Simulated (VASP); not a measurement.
A run of VASP 6.6.1:

INCAR

```
PREC     = Accurate       # precision mode
ENCUT    = 520            # plane-wave cutoff, eV
EDIFF    = 1E-6           # SCF threshold, eV
ISMEAR   = -1             # smearing method
SIGMA    = 0.1            # smearing width, eV
LREAL    = F              # projectors in reciprocal space
LASPH    = T              # aspherical terms in the spheres
NELM     = 100            # most SCF steps
ALGO     = Normal         # electronic algorithm
ISIF     = 2              # what is computed and relaxed
LWAVE    = F              # write WAVECAR
LCHARG   = F              # write CHGCAR
NBANDS   = 10             # bands
```

KPOINTS

```
regular mesh
0
Gamma
  8 8 8
```

File POSCAR:

```
Cs
1.0
    3.4608941077      0.0000000000      0.0000000000
    0.0000000000      3.4608941077      0.0000000000
    0.0000000000      0.0000000000      3.4608941077
Cs
1
Direct
    0.0000000000      0.0000000000      0.0000000000
```

Potentials or basis: VASP PAW LDA potentials, release 64 (Cs_sv).

The run is started by

```bash
$ cat potpaw_LDA.64/Cs_sv/POTCAR > POTCAR
$ mpirun -np 1 vasp_std > vasp.out
```

Hardware: 1 thread of Intel Xeon 6975P-C, on a shared host.

Task: Estimate the wall time of this run.

Result: Run time: 5.7 s on 1 thread of Intel Xeon 6975P-C, on a shared host, peak memory 0.14 GiB. Counts: scf iterations 11, k points 35.
